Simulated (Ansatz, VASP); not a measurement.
# One calculation of SnO2, two programs

```xyz
6
Lattice="4.8272 0.0000 0.0000 0.0000 4.8272 0.0000 0.0000 0.0000 3.2382" Properties=species:S:1:pos:R:3 pbc="T T T"
Sn    2.4136    2.4136    1.6191
Sn    0.0000    0.0000    0.0000
O     0.9337    3.8935    1.6191
O     3.8935    0.9337    1.6191
O     1.4799    1.4799    0.0000
O     3.3473    3.3473    0.0000
```

Alike in both runs: task single point; functional PBE; k mesh 6 × 6 × 8; occupations gaussian, width 0.02 eV; no spin polarisation.

|  | VASP | Ansatz |
| --- | --- | --- |
| version | VASP 6.6.1 | Ansatz 0.2.0 |
| potentials or method | VASP PAW PBE potentials, release 64 (Sn_d, O), cutoff 520 eV | scalar-relativistic, plane waves, PAW |
| valence electrons in the cell | 52 | 52 |

```tsv
	VASP	Ansatz	Ansatz less VASP
gap on the k mesh at the Fermi level (eV)	0.67	0.68	+0.012
least direct gap on the mesh (eV)	0.67	0.68	+0.012
pressure (GPa)	0.6	0.0	-0.60
traceless stress, the component that is largest in VASP (GPa)	0.19	-0.01	-0.199
rms of the force components (eV/Å)	0.008	0.000	-0.0078
```

Atom by atom the forces differ by 0.008 eV/Å (rms over components).
